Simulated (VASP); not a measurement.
# NaH (Pm-3m) in VASP: further runs

The runs below take NaH through single point, relaxation of cell and atoms, with PBE+D3(BJ), PBE, PBE+D4.

Program: VASP 6.6.1. These are calculated values, not measurements. Logs are shortened: lines on timing, memory, paths and dates and some standing lists are left out, and cuts for length are marked.

### 1 The cell of the first run

It takes space group Pm-3m (No. 221, cubic). Conventional cell: a = 2.886 Å, b = 2.886 Å, c = 2.886 Å, α = 90.00°, β = 90.00°, γ = 90.00°. Na (site symmetry m-3m) has 8 H at 2.50 Å and 6 Na at 2.89 Å within 3.3 Å. Within 3.3 Å of H (site symmetry m-3m) lie 8 Na at 2.50 Å and 6 H at 2.89 Å.

### 2 Single point, PBE+D3(BJ)

Input file INCAR:

```
SYSTEM = NaH
  PREC = Accurate
  ENCUT = 520
  EDIFF = 1E-6
  ISMEAR = -1
  SIGMA = 0.05
  LREAL = .FALSE.
  LASPH = .TRUE.
  NELM = 100
  ALGO = Normal
  ISIF = 2
  LWAVE = .FALSE.
  LCHARG = .FALSE.
  GGA = PE
  IVDW = 12
  NBANDS = 11
```

Input file KPOINTS:

```
Automatic mesh
0
G
  9 9 9
  0 0 0
```

Input file POSCAR:

```
NaH
1.0
    2.8862738424      0.0000000000      0.0000000000
    0.0000000000      2.8862738424      0.0000000000
    0.0000000000      0.0000000000      2.8862738424
Na H
1 1
Direct
    0.0000000000      0.0000000000      0.0000000000
    0.5000000000      0.5000000000      0.5000000000
```

Potentials or basis: VASP PAW PBE potentials, release 64 (Na_pv, H).

Run with:

```console
> cat potpaw_PBE.64/Na_pv/POTCAR potpaw_PBE.64/H/POTCAR > POTCAR
> mpirun -np 1 vasp_std > vasp.out
```

OUTCAR:

```text
SYSTEM = NaH
   PREC = Accurate
   ENCUT = 520
   EDIFF = 1E-6
   ISMEAR = -1
   LREAL = .FALSE.
   LASPH = .TRUE.
   NELM = 100
   ISIF = 2
   GGA = PE
   IVDW = 12
 IVDW          = 12

 ion  position               nearest neighbor table
   1  0.000  0.000  0.000-
   2  0.500  0.500  0.500-

  LATTYP: Found a simple cubic cell.
 ALAT       =     2.8862738424

  Lattice vectors:

 A1 = (   2.8862738424,   0.0000000000,   0.0000000000)
 A2 = (   0.0000000000,   2.8862738424,   0.0000000000)
 A3 = (   0.0000000000,   0.0000000000,   2.8862738424)

Analysis of symmetry for initial positions (statically):
=====================================================================
 Subroutine PRICEL returns:
 Original cell was already a primitive cell.

 Routine SETGRP: Setting up the symmetry group for a
 simple cubic supercell.

 Subroutine GETGRP returns: Found 48 space group operations
 (whereof 48 operations were pure point group operations)
 out of a pool of 48 trial point group operations.

The static configuration has the point symmetry O_h .

Analysis of symmetry for dynamics (positions and initial velocities):
=====================================================================
 Subroutine PRICEL returns:
 Original cell was already a primitive cell.

 Routine SETGRP: Setting up the symmetry group for a
 simple cubic supercell.

 Subroutine GETGRP returns: Found 48 space group operations
 (whereof 48 operations were pure point group operations)
 out of a pool of 48 trial point group operations.

The dynamic configuration has the point symmetry O_h .

 Subroutine INISYM returns: Found 48 space group operations
 (whereof 48 operations are pure point group operations),
 and found     1 'primitive' translations

----------------------------------------------------------------------------------------

                                     Primitive cell

  volume of cell :      24.0443

  direct lattice vectors                    reciprocal lattice vectors
     2.886273842  0.000000000  0.000000000     0.346467471  0.000000000  0.000000000
     0.000000000  2.886273842  0.000000000     0.000000000  0.346467471  0.000000000
     0.000000000  0.000000000  2.886273842     0.000000000  0.000000000  0.346467471

  length of vectors
     2.886273842  2.886273842  2.886273842     0.346467471  0.346467471  0.346467471

  position of ions in fractional coordinates (direct lattice)
     0.000000000  0.000000000  0.000000000
     0.500000000  0.500000000  0.500000000

  ion indices of the primitive-cell ions
   primitive index   ion index
                 1           1
                 2           2

----------------------------------------------------------------------------------------

 KPOINTS: Automatic mesh

Automatic generation of k-mesh.
 Grid dimensions read from file:
 generate k-points for:    9    9    9

 Generating k-lattice:

  Cartesian coordinates                     Fractional coordinates (reciprocal lattice)
     0.038496386  0.000000000  0.000000000     0.111111111  0.000000000  0.000000000
     0.000000000  0.038496386  0.000000000     0.000000000  0.111111111  0.000000000
     0.000000000  0.000000000  0.038496386     0.000000000  0.000000000  0.111111111

  Length of vectors
     0.038496386  0.038496386  0.038496386

  Shift w.r.t. Gamma in fractional coordinates (k-lattice)
     0.000000000  0.000000000  0.000000000

 Subroutine IBZKPT returns following result:
 ===========================================

 Found     35 irreducible k-points:

 Following reciprocal coordinates:
            Coordinates               Weight
  0.000000  0.000000  0.000000      1.000000
  0.111111  0.000000  0.000000      6.000000
  0.222222  0.000000  0.000000      6.000000
  0.333333  0.000000  0.000000      6.000000
  0.444444  0.000000  0.000000      6.000000
  0.111111  0.111111  0.000000     12.000000
[... 16 lines left out ...]
  0.333333  0.333333  0.111111     24.000000
  0.444444  0.333333  0.111111     48.000000
 [... further k-points ...]
   k-points           NKPTS =     35   k-points in BZ     NKDIM =     35   number of bands    NBANDS=     11
   number of dos      NEDOS =    301   number of ions     NIONS =      2
   total plane-waves  NPLWV =  13824
   dimension x,y,z NGX =    24 NGY =   24 NGZ =   24
   dimension x,y,z NGXF=    48 NGYF=   48 NGZF=   48
   ions per type =               1   1
   NGX,Y,Z   is equivalent  to a cutoff of  13.82, 13.82, 13.82 a.u.
   NGXF,Y,Z  is equivalent  to a cutoff of  27.65, 27.65, 27.65 a.u.
 SYSTEM =  NaH
   PREC   = accura    normal or accurate (medium, high low for compatibility)
   ISTART =      0    job   : 0-new  1-cont  2-samecut
   ICHARG =      2    charge: 1-file 2-atom 10-const
   ISPIN  =      1    spin polarized calculation?
   LNONCOLLINEAR =      F non collinear calculations
   LSORBIT =      F    spin-orbit coupling
   LASPH  =      T    aspherical Exc in radial PAW
   ENCUT  =  520.0 eV  38.22 Ry    6.18 a.u.   5.37  5.37  5.37*2*pi/ulx,y,z
   NELM   =    100;   NELMIN=  2; NELMDL= -5     # of ELM steps
   EDIFF  = 0.1E-05   stopping-criterion for ELM
   LREAL  =      F    real-space projection
   EDIFFG = 0.1E-04   stopping-criterion for IOM
   NSW    =      0    number of steps for IOM
   IBRION =     -1    ionic relax: 0-MD 1-quasi-New 2-CG
   NFREE  =      0    steps in history (QN), initial steepest desc. (CG)
   ISIF   =      2    stress and relaxation
   ISYM   =      2    0-nonsym 1-usesym 2-fastsym
   POTIM  = 0.5000    time-step for ionic-motion
   TEBEG  =    0.0;   TEEND  =   0.0 temperature during run
   PSTRESS=    0.0 pullay stress
   NELECT =       8.0000    total number of electrons
   NUPDOWN=      -1.0000    fix difference up-down
   EMIN   =  10.00;   EMAX   =-10.00  energy-range for DOS
   EFERMI =   0.00;   METHOD = LEGACY
   ISMEAR =    -1;   SIGMA  =   0.05  broadening in eV -4-tet -1-fermi 0-gaus
   EFERMI_NEDOS =   21; number of points for ismear=-14 and -15
   IALGO  =     38    algorithm
   IMIX   =      4    mixing-type and parameters
     AMIX     =   0.40;   BMIX     =  1.00
     AMIX_MAG =   1.60;   BMIX_MAG =  1.00
  volume/ion in A,a.u.               =      12.02        81.13
  Fermi-wavevector in a.u.,A,eV,Ry     =   1.134403  2.143710 17.508926  1.286870
  Thomas-Fermi vector in A             =   2.271107
   LORBIT       =      0    0 simple, 1 ext, 2 COOP (PROOUT), +10 PAW based schemes
   GGA     = PE    functional components
   LHFCALC =     F    Hartree Fock is set to
   AEXX    =    0.0000 exact exchange contribution
   IVDW    =    12    specifies the selected vdW correction
   LEPSILON=     F    determine dielectric tensor
   LRPA    =     F    only Hartree local field effects (RPA)
 non-spin polarized calculation
  energy-cutoff  :      520.00
  volume of cell :       24.04
 maximum number of plane-waves:       662
 NGX is ok and might be reduce to    24
   NGX = 11   NGY = 11   NGZ = 11

 number of electron       8.0000002 magnetization

 Free energy of the ion-electron system (eV)
  ---------------------------------------------------
  ext. energy  EPLUGINS =         0.00000000
  ---------------------------------------------------
  free energy    TOTEN  =        -4.75935871 eV

  energy without entropy =       -4.75935870  energy(sigma->0) =       -4.75935870

 E-fermi :   2.2032     XC(G=0):  -8.4101

 val. band max:        1.4292540968   @ k =   0.4444   0.4444   0.4444
 cond. band min:       2.9645114331   @ k =   0.4444   0.0000   0.0000
 fundamental gap:      1.5352573363
 Fermi energy:         2.2032372620

 k-point     1 :       0.0000    0.0000    0.0000
  band No.  band energies     occupation
      1     -22.8956      2.00000
      2     -22.8956      2.00000
      3     -22.8956      2.00000
      4      -4.5776      2.00000
      5      10.9379      0.00000
      6      12.9312      0.00000
      7      12.9312      0.00000
      8      14.6874      0.00000
      9      14.6874      0.00000
     10      14.6874      0.00000
     11      28.3503      0.00000

 k-point     2 :       0.1111    0.0000    0.0000
  band No.  band energies     occupation
      1     -22.9217      2.00000
      2     -22.8934      2.00000
      3     -22.8934      2.00000
      4      -4.3734      2.00000
      5       9.6210      0.00000
      6      12.0087      0.00000
      7      13.1451      0.00000
      8      14.8347      0.00000
      9      14.8347      0.00000
     10      17.4138      0.00000
     11      26.5545      0.00000

 k-point     3 :       0.2222    0.0000    0.0000
  band No.  band energies     occupation
      1     -22.9871      2.00000
      2     -22.8877      2.00000
      3     -22.8877      2.00000
      4      -3.7846      2.00000
      5       6.9439      0.00000
      6      12.2558      0.00000
      7      13.7809      0.00000
      8      15.2654      0.00000
      9      15.2654      0.00000
     10      21.2346      0.00000
     11      24.0755      0.00000

 k-point     4 :       0.3333    0.0000    0.0000
  band No.  band energies     occupation
      1     -23.0605      2.00000
      2     -22.8812      2.00000
      3     -22.8812      2.00000
      4      -2.9091      2.00000
      5       4.5633      0.00000
      6      12.7497      0.00000
      7      14.8069      0.00000
      8      15.9209      0.00000
      9      15.9209      0.00000
     10      21.3067      0.00000
     11      21.9765      0.00000
[... 239 lines left out ...]
 k-point    22 :       0.4444    0.2222    0.1111
  band No.  band energies     occupation
      1     -23.0881      2.00000
      2     -22.9575      2.00000
      3     -22.8925      2.00000
      4      -1.3360      2.00000
      5       4.0604      0.00000
      6       9.6012      0.00000
      7      13.0001      0.00000
      8      14.0522      0.00000
      9      17.9571      0.00000
     10      19.7727      0.00000
     11      23.4691      0.00000

 k-point    23 :       0.3333    0.3333    0.1111
  band No.  band energies     occupation
      1     -23.0357      2.00000
      2     -23.0272      2.00000
      3     -22.8903      2.00000
      4      -1.3556      2.00000
      5       6.0173      0.00000
      6       7.0736      0.00000
      7      12.3361      0.00000
      8      14.0763      0.00000
      9      19.2031      0.00000
     10      19.4029      0.00000
     11      22.0037      0.00000

 k-point    24 :       0.4444    0.3333    0.1111
  band No.  band energies     occupation
      1     -23.0755      2.00000
      2     -23.0240      2.00000
      3     -22.8860      2.00000
      4      -0.7211      2.00000
      5       5.0584      0.00000
      6       7.5415      0.00000
      7      11.3781      0.00000
      8      14.1621      0.00000
      9      18.2922      0.00000
     10      19.5988      0.00000
     11      22.8584      0.00000

 [... further k-points ...]

------------------------ aborting loop because EDIFF is reached ----------------------------------------

 Edisp (eV)   -0.34047

 E8    (eV) :    -0.1485

  FORCE on cell =-STRESS in cart. coord.  units (eV):
  Direction    XX          YY          ZZ          XY          YZ          ZX
  --------------------------------------------------------------------------------------
  -------------------------------------------------------------------------------------
  Total      -0.01186    -0.01186    -0.01186     0.00000    -0.00000     0.00000
  in kB      -0.79011    -0.79011    -0.79011     0.00000    -0.00000     0.00000
  external pressure =       -0.79 kB  Pullay stress =        0.00 kB

 VOLUME and BASIS-vectors are now :
 -----------------------------------------------------------------------------
  energy-cutoff  :      520.00
  volume of cell :       24.04
      direct lattice vectors                 reciprocal lattice vectors
     2.886273842  0.000000000  0.000000000     0.346467471  0.000000000  0.000000000
     0.000000000  2.886273842  0.000000000     0.000000000  0.346467471  0.000000000
     0.000000000  0.000000000  2.886273842     0.000000000  0.000000000  0.346467471

 POSITION                                       TOTAL-FORCE (eV/Angst)
 -----------------------------------------------------------------------------------
      0.00000      0.00000      0.00000         0.000000      0.000000      0.000000
      1.44314      1.44314      1.44314         0.000000      0.000000      0.000000
 -----------------------------------------------------------------------------------
    total drift:                                0.000000      0.000000      0.000000

  FREE ENERGIE OF THE ION-ELECTRON SYSTEM (eV)
  ---------------------------------------------------
  free  energy   TOTEN  =        -5.0998282002 eV

  energy  without entropy=       -5.0998281933  energy(sigma->0) =       -5.09982820
```

Run time: 6.1 s. Hardware: 1 thread of Intel Xeon Platinum 8559C (Emerald Rapids), shared host; peak memory 0.14 GiB.

Results:

- Free energy: -5.0998 eV
- Pressure: -0.1 GPa
- Band gap on the k mesh: 1.54 eV, indirect (least direct gap 5.04 eV)
- Dispersion energy per atom: -0.170 eV

Levels at points of the mesh, in eV from the valence-band top:
```
           k point  band 1  band 2  band 3  band 4  band 5  band 6  band 7  band 8
(0.00, 0.00, 0.00)  -24.32  -24.32  -24.32   -6.01    9.51   11.50   11.50   13.26
```

### 3 Single point, PBE

This run uses another cell than the first one, of 13.03 Å³/atom, 1.084 times its volume.

Input file INCAR:

```
SYSTEM = NaH
PREC = Accurate
ENCUT = 520
EDIFF = 1E-6
ISMEAR = -1
SIGMA = 0.05
LREAL = .FALSE.
LASPH = .TRUE.
NELM = 60
ALGO = Normal
ISIF = 2
LWAVE = .FALSE.
LCHARG = .FALSE.
GGA = PE
NBANDS = 11
```

Input file KPOINTS:

```
regular mesh
0
G
  9 9 9
  0 0 0
```

Input file POSCAR:

```
NaH
1.0
    2.9650482169      0.0000000000      0.0000000000
    0.0000000000      2.9650482169      0.0000000000
    0.0000000000      0.0000000000      2.9650482169
Na H
1 1
Direct
    0.0000000000      0.0000000000      0.0000000000
    0.5000000000      0.5000000000      0.5000000000
```

Potentials or basis: VASP PAW PBE potentials, release 64 (Na_pv, H).

Run with:

```console
> cat potpaw_PBE.64/Na_pv/POTCAR potpaw_PBE.64/H/POTCAR > POTCAR
> mpirun -np 1 vasp_std > vasp.out
```

Run time: 5.5 s. Hardware: 1 thread of Intel Xeon Platinum 8559C (Emerald Rapids), shared host; peak memory 0.13 GiB.

The run converged. Its results:

| Item | Value |
| --- | --- |
| Free energy | -4.7727 eV |
| Pressure | -0.1 GPa |
| Band gap on the k mesh | 1.49 eV, indirect (least direct gap 4.78 eV) |

Levels at points of the mesh, in eV from the valence-band top:
| k point | band 1 | band 2 | band 3 | band 4 | band 5 | band 6 | band 7 | band 8 |
| --- | --- | --- | --- | --- | --- | --- | --- | --- |
| (0.00, 0.00, 0.00) | -24.32 | -24.32 | -24.32 | -5.64 | 8.80 | 11.16 | 11.16 | 12.66 |

A k mesh can miss the band edges. As with any semilocal functional, this PBE gap is likely too small.

(Part 1 of 2 ends here.)
